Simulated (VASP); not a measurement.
# Sc2AlN3 (P-3m1) in VASP: further runs

Runs on Sc2AlN3. Level: PBE. Tasks: single point, relaxation of cell and atoms.

Program: VASP 6.6.1. These are calculated values, not measurements. Logs are shortened: lines on timing, memory, paths and dates and some standing lists are left out, and cuts for length are marked.

### 1 The cell of the first run

It takes space group P-3m1 (No. 164, trigonal). The conventional cell has a = 3.103 Å, b = 3.103 Å, c = 7.544 Å, α = 90.00°, β = 90.00°, γ = 120.00°. Within 2.9 Å of Sc (site symmetry 3m) lie 6 N at 2.22 to 2.23 Å. Within 2.8 Å of Al (site symmetry -3m) lie 6 N at 2.12 Å. Within 2.8 Å of N (site symmetry 3m) lie 3 Al at 2.12 Å and 3 Sc at 2.22 Å. N (site symmetry -3m) has 6 Sc at 2.23 Å within 2.9 Å.

### 2 Single point, PBE

Contents of INCAR:

```
SYSTEM = Sc2AlN3
  PREC = Accurate
  ENCUT = 520
  EDIFF = 1E-7
  ISMEAR = 0
  SIGMA = 0.1
  LREAL = .False.
  LASPH = .True.
  NELM = 80
  ALGO = Normal
  ISIF = 2
  LWAVE = .False.
  LCHARG = .False.
  GGA = PE
  NBANDS = 29
```

Contents of KPOINTS:

```
Automatic mesh
0
Gamma
  6 6 4
  0 0 0
```

Contents of POSCAR:

```
Sc2AlN3
1.0
    3.1026959965      0.0000000000      0.0000000000
   -1.5513479982      2.6870135532      0.0000000000
    0.0000000000      0.0000000000      7.5443128919
Sc Al N
2 1 3
Direct
    0.3333333333      0.6666666667      0.3248890190
    0.6666666667      0.3333333333      0.6751109810
    0.0000000000      0.0000000000      0.0000000000
    0.3333333333      0.6666666667      0.8495644972
    0.6666666667      0.3333333333      0.1504355028
    0.0000000000      0.0000000000      0.5000000000
```

Potentials or basis: VASP PAW PBE potentials, release 64 (Sc_sv, Al, N).

The run is started by

```
$ cat potpaw_PBE.64/Sc_sv/POTCAR potpaw_PBE.64/Al/POTCAR potpaw_PBE.64/N/POTCAR > POTCAR
$ mpirun -np 1 vasp_std > vasp.out
```

OUTCAR:

```text
SYSTEM = Sc2AlN3
   PREC = Accurate
   ENCUT = 520
   EDIFF = 1E-7
   ISMEAR = 0
   LREAL = .False.
   LASPH = .True.
   NELM = 80
   ISIF = 2
   GGA = PE

 ion  position               nearest neighbor table
   1  0.333  0.667  0.325-   5 2.22   5 2.22   5 2.22   6 2.23   6 2.23   6 2.23   3 3.04   3 3.04
                             3 3.04   2 3.19   2 3.19   2 3.19
   2  0.667  0.333  0.675-   4 2.22   4 2.22   4 2.22   6 2.23   6 2.23   6 2.23   3 3.04   3 3.04
                             3 3.04   1 3.19   1 3.19   1 3.19
   3  0.000  0.000  0.000-   4 2.12   5 2.12   4 2.12   5 2.12   5 2.12   4 2.12   1 3.04   2 3.04
                             1 3.04   2 3.04   1 3.04   2 3.04
   4  0.333  0.667  0.850-   3 2.12   3 2.12   3 2.12   2 2.22   2 2.22   2 2.22
   5  0.667  0.333  0.150-   3 2.12   3 2.12   3 2.12   1 2.22   1 2.22   1 2.22
   6  0.000  0.000  0.500-   1 2.23   2 2.23   1 2.23   2 2.23   2 2.23   1 2.23

  LATTYP: Found a hexagonal cell.
 ALAT       =     3.1026959965
 C/A-ratio  =     2.4315346719

  Lattice vectors:

 A1 = (   3.1026959965,   0.0000000000,   0.0000000000)
 A2 = (  -1.5513479982,   2.6870135532,   0.0000000000)
 A3 = (   0.0000000000,   0.0000000000,   7.5443128919)

Analysis of symmetry for initial positions (statically):
=====================================================================
 Subroutine PRICEL returns:
 Original cell was already a primitive cell.

 Routine SETGRP: Setting up the symmetry group for a
 hexagonal supercell.

 Subroutine GETGRP returns: Found 12 space group operations
 (whereof 12 operations were pure point group operations)
 out of a pool of 24 trial point group operations.

The static configuration has the point symmetry D_3d.

Analysis of symmetry for dynamics (positions and initial velocities):
=====================================================================
 Subroutine PRICEL returns:
 Original cell was already a primitive cell.

 Routine SETGRP: Setting up the symmetry group for a
 hexagonal supercell.

 Subroutine GETGRP returns: Found 12 space group operations
 (whereof 12 operations were pure point group operations)
 out of a pool of 24 trial point group operations.

The dynamic configuration has the point symmetry D_3d.

 Subroutine INISYM returns: Found 12 space group operations
 (whereof 12 operations are pure point group operations),
 and found     1 'primitive' translations

----------------------------------------------------------------------------------------

                                     Primitive cell

  volume of cell :      62.8968

[... 101 lines left out ...]
   ISIF   =      2    stress and relaxation
   ISYM   =      2    0-nonsym 1-usesym 2-fastsym
   POTIM  = 0.5000    time-step for ionic-motion
   TEBEG  =    0.0;   TEEND  =   0.0 temperature during run
   PSTRESS=    0.0 pullay stress
   NELECT =      40.0000    total number of electrons
   NUPDOWN=      -1.0000    fix difference up-down
   EMIN   =  10.00;   EMAX   =-10.00  energy-range for DOS
   EFERMI =   0.00;   METHOD = LEGACY
   ISMEAR =     0;   SIGMA  =   0.10  broadening in eV -4-tet -1-fermi 0-gaus
   EFERMI_NEDOS =   21; number of points for ismear=-14 and -15
   IALGO  =     38    algorithm
   IMIX   =      4    mixing-type and parameters
     AMIX     =   0.40;   BMIX     =  1.00
     AMIX_MAG =   1.60;   BMIX_MAG =  1.00
  volume/ion in A,a.u.               =      10.48        70.74
  Fermi-wavevector in a.u.,A,eV,Ry     =   1.407835  2.660423 26.966757  1.982001
  Thomas-Fermi vector in A             =   2.530054
   LORBIT       =      0    0 simple, 1 ext, 2 COOP (PROOUT), +10 PAW based schemes
   GGA     = PE    functional components
   LHFCALC =     F    Hartree Fock is set to
   AEXX    =    0.0000 exact exchange contribution
   IVDW    =     0    specifies the selected vdW correction
   LEPSILON=     F    determine dielectric tensor
   LRPA    =     F    only Hartree local field effects (RPA)
 non-spin polarized calculation
 Gauss-broadening in eV      SIGMA  =   0.10
  energy-cutoff  :      520.00
  volume of cell :       62.90
 maximum number of plane-waves:      1716
 NGX is ok and might be reduce to    24
   NGX = 11   NGY = 11   NGZ = 29

 number of electron      39.9999995 magnetization

 Free energy of the ion-electron system (eV)
  ---------------------------------------------------
  ext. energy  EPLUGINS =         0.00000000
  ---------------------------------------------------
  free energy    TOTEN  =       -50.90625595 eV

  energy without entropy =      -50.90622970  energy(sigma->0) =      -50.90624283

 E-fermi :   7.0161     XC(G=0): -11.9709

 val. band max:        6.8303880999   @ k =   0.0000   0.0000   0.0000
 cond. band min:       7.2269328406   @ k =   0.5000   0.0000   0.0000
 fundamental gap:      0.3965447407
 Fermi energy:         7.0161378762

 k-point     1 :       0.0000    0.0000    0.0000
  band No.  band energies     occupation
      1     -41.5024      2.00000
      2     -41.4554      2.00000
      3     -20.4532      2.00000
      4     -20.0904      2.00000
      5     -19.8876      2.00000
      6     -19.8876      2.00000
[... 757 lines left out ...]
     28      12.9372      0.00000
     29      13.3737      0.00000

------------------------ aborting loop because EDIFF is reached ----------------------------------------

  FORCE on cell =-STRESS in cart. coord.  units (eV):
  Direction    XX          YY          ZZ          XY          YZ          ZX
  --------------------------------------------------------------------------------------
  -------------------------------------------------------------------------------------
  Total        0.2786893      0.2786893      0.2488885      0.0000000      0.0000000     -0.0000000
  in kB        7.0990805      7.0990805      6.3399606      0.0000000      0.0000000     -0.0000000
  external PRESSURE =       6.8460405 kB  Pullay stress =       0.0000000 kB

 VOLUME and BASIS-vectors are now :
 -----------------------------------------------------------------------------
  energy-cutoff  :      520.00
  volume of cell :       62.90
      direct lattice vectors                 reciprocal lattice vectors
     3.102695997  0.000000000  0.000000000     0.322300348  0.186080193  0.000000000
    -1.551347998  2.687013553  0.000000000     0.000000000  0.372160386  0.000000000
     0.000000000  0.000000000  7.544312892     0.000000000  0.000000000  0.132550176

 POSITION                                       TOTAL-FORCE (eV/Angst)
 -----------------------------------------------------------------------------------
     -0.00000      1.79134      2.45106         0.000000      0.000000      0.009451
      1.55135      0.89567      5.09325        -0.000000      0.000000     -0.009451
      0.00000      0.00000      0.00000        -0.000000      0.000000      0.000000
     -0.00000      1.79134      6.40938        -0.000000     -0.000000      0.072591
      1.55135      0.89567      1.13493        -0.000000      0.000000     -0.072591
      0.00000      0.00000      3.77216        -0.000000      0.000000      0.000000
 -----------------------------------------------------------------------------------
    total drift:                                0.000000      0.000000      0.000000

  FREE ENERGIE OF THE ION-ELECTRON SYSTEM (eV)
  ---------------------------------------------------
  free  energy   TOTEN  =       -50.9062559527 eV

  energy  without entropy=      -50.9062297014  energy(sigma->0) =      -50.90624283
```

stdout:

```text
POSCAR found type information on POSCAR ScAlN
 POSCAR found :  3 types and       6 ions
 scaLAPACK will be used
 LDA part: xc-table for (Slater+PW92), standard interpolation
 POSCAR, INCAR and KPOINTS ok, starting setup
 FFT: planning ... GRIDC
 FFT: planning ... GRID_SOFT
 FFT: planning ... GRID
 WAVECAR not read
 entering main loop
```

It took 21 s on 1 thread of Intel Xeon 6975P-C (Granite Rapids), shared host; peak memory 0.2 GiB.

Results:

| Property | Result |
| --- | --- |
| Free energy | -50.9063 eV |
| Pressure | 0.7 GPa |
| Largest force | 0.073 eV/Å |
| Band gap on the k mesh | 0.40 eV, indirect (least direct gap 1.85 eV) |

Forces on the atoms (eV/Å):
```
Sc   0.000  0.000  0.009
Sc   0.000  0.000 -0.009
Al   0.000  0.000  0.000
N    0.000  0.000  0.073
N    0.000  0.000 -0.073
N    0.000  0.000  0.000
```

A k mesh can miss the band edges.

### 3 Single point, PBE

This run uses another cell than the first one, of 15.51 Å³/atom, 1.480 times its volume.

Contents of INCAR:

```
SYSTEM = Sc2AlN3
PREC = Accurate ; ENCUT = 520
EDIFF = 1E-6 ; ISMEAR = 0
SIGMA = 0.1 ; LREAL = .FALSE.
LASPH = .TRUE. ; NELM = 100
ALGO = Normal ; ISIF = 2
LWAVE = .FALSE. ; LCHARG = .FALSE.
GGA = PE ; NBANDS = 29
```

Contents of KPOINTS:

```
regular mesh
0
G
  6 6 4
  0 0 0
```

Contents of POSCAR:

```
Sc2AlN3
1.0
    4.0711036200      0.0000000000      0.0000000000
   -2.0355518100      3.5256791600      0.0000000000
    0.0000000000      0.0000000000      6.4854015100
Sc Al N
2 1 3
Direct
    0.3333333300      0.6666666700      0.2521899900
    0.6666666700      0.3333333300      0.7478100100
    0.0000000000      0.0000000000      0.0000000000
    0.3333333300      0.6666666700      0.6439999900
    0.6666666700      0.3333333300      0.3560000100
    0.0000000000      0.0000000000      0.5000000000
```

Potentials or basis: VASP PAW PBE potentials, release 64 (Sc_sv, Al, N).

The run is started by

```
$ cat potpaw_PBE.64/Sc_sv/POTCAR potpaw_PBE.64/Al/POTCAR potpaw_PBE.64/N/POTCAR > POTCAR
$ mpirun -np 1 vasp_std > vasp.out
```

Wall time 41 s (1 thread of Intel Xeon 6975P-C (Granite Rapids), shared host); peak memory 0.22 GiB.

The run converged. Its results:

```yaml
Free_energy: -36.1105 eV
Pressure: -15.2 GPa
Largest_force: 4.051 eV/Å
Band_gap_on_the_k_mesh: zero (band 20 reaches 4.13 eV, above the bottom of band 21 at 3.76 eV)
```

Forces in eV/Å, atoms in the order of the input:
```
Sc   0.000  0.000  4.051
Sc   0.000  0.000 -4.051
Al   0.000  0.000  0.000
N    0.000  0.000  1.229
N    0.000  0.000 -1.229
N    0.000  0.000  0.000
```

Stress tensor (GPa, compression positive):
```
-14.98   0.00   0.00
  0.00 -14.98   0.00
  0.00   0.00 -15.48
```

Levels at points of the mesh, in eV from the Fermi level:
| k point | band 17 | band 18 | band 19 | band 20 | band 21 | band 22 | band 23 | band 24 |
| --- | --- | --- | --- | --- | --- | --- | --- | --- |
| (0.00, 0.00, 0.00) | -2.45 | -1.82 | -0.72 | -0.17 | -0.17 | 1.50 | 1.50 | 2.09 |
| (0.50, 0.00, 0.00) | -1.76 | -1.06 | -0.64 | -0.04 | 0.09 | 0.43 | 0.90 | 1.24 |
| (0.00, 0.00, 0.50) | -2.57 | -1.49 | -0.05 | 0.07 | 0.07 | 1.45 | 1.96 | 1.96 |
| (0.50, 0.00, 0.50) | -1.67 | -1.11 | -0.46 | 0.19 | 0.20 | 0.41 | 0.56 | 0.87 |

Caveat: forces of over 1 eV/Å act on the atoms, so gaps and moduli don't describe the material at rest.

### 4 Single point, PBE

Contents of INCAR:

```
SYSTEM = Sc2AlN3
ALGO     = Normal         ! electronic algorithm
EDIFF    = 1E-6           ! SCF threshold, eV
ENCUT    = 520            ! plane-wave cutoff, eV
GGA      = PE             ! functional
ISIF     = 2              ! what is computed and relaxed
ISMEAR   = 0              ! smearing method
LASPH    = .True.         ! aspherical terms in the spheres
LCHARG   = .False.        ! write CHGCAR
LREAL    = .False.        ! projectors in reciprocal space
LWAVE    = .False.        ! write WAVECAR
NBANDS   = 29             ! bands
NELM     = 80             ! most SCF steps
PREC     = Accurate       ! precision mode
SIGMA    = 0.02           ! smearing width, eV
```

Contents of KPOINTS:

```
k-points
0
Gamma
  12 12 6
  0 0 0
```

Contents of POSCAR:

```
Sc2AlN3
1.0
    3.1021307365      0.0000000000      0.0000000000
   -1.5510653682      2.6865240237      0.0000000000
    0.0000000000      0.0000000000      7.5443083479
Sc Al N
2 1 3
Direct
    0.3333333333      0.6666666667      0.3249155100
    0.6666666667      0.3333333333      0.6750844900
    0.0000000000      0.0000000000      0.0000000000
    0.3333333333      0.6666666667      0.8495896218
    0.6666666667      0.3333333333      0.1504103782
    0.0000000000      0.0000000000      0.5000000000
```

The run is started by

```
$ cat potpaw_PBE.64/Sc_sv/POTCAR potpaw_PBE.64/Al/POTCAR potpaw_PBE.64/N/POTCAR > POTCAR
$ mpirun -np 1 vasp_std > vasp.out
```

It took 65 s on 1 thread of Intel Xeon 6975P-C (Granite Rapids), shared host; peak memory 0.28 GiB.

The run converged. Its results:

```
Free energy            : -50.9148 eV
Pressure               : 0.7 GPa
Largest force          : 0.068 eV/Å
Band gap on the k mesh : 0.40 eV, indirect (least direct gap 1.85 eV)
```

Forces on the atoms (eV/Å):
```
Sc   0.000  0.000  0.000
Sc   0.000  0.000  0.000
Al   0.000  0.000  0.000
N    0.000  0.000  0.068
N    0.000  0.000 -0.068
N    0.000  0.000  0.000
```

Levels at points of the mesh, in eV from the valence-band top:
```tsv
k point	band 16	band 17	band 18	band 19	band 20	band 21	band 22	band 23	band 24	band 25
(0.00, 0.00, 0.00)	-1.75	-1.75	-0.25	-0.25	0.00	2.56	2.84	2.84	3.52	3.93
(0.50, 0.00, 0.00)	-3.02	-1.91	-1.69	-1.56	-1.45	0.40	3.16	5.03	5.07	5.25
(0.00, 0.00, 0.50)	-1.72	-1.33	-1.33	-0.58	-0.58	2.70	2.95	2.95	3.86	3.86
(0.50, 0.00, 0.50)	-2.73	-2.69	-2.48	-1.69	-1.01	1.25	2.52	5.03	5.11	5.25
```

(Continued in part 2 of 2.)
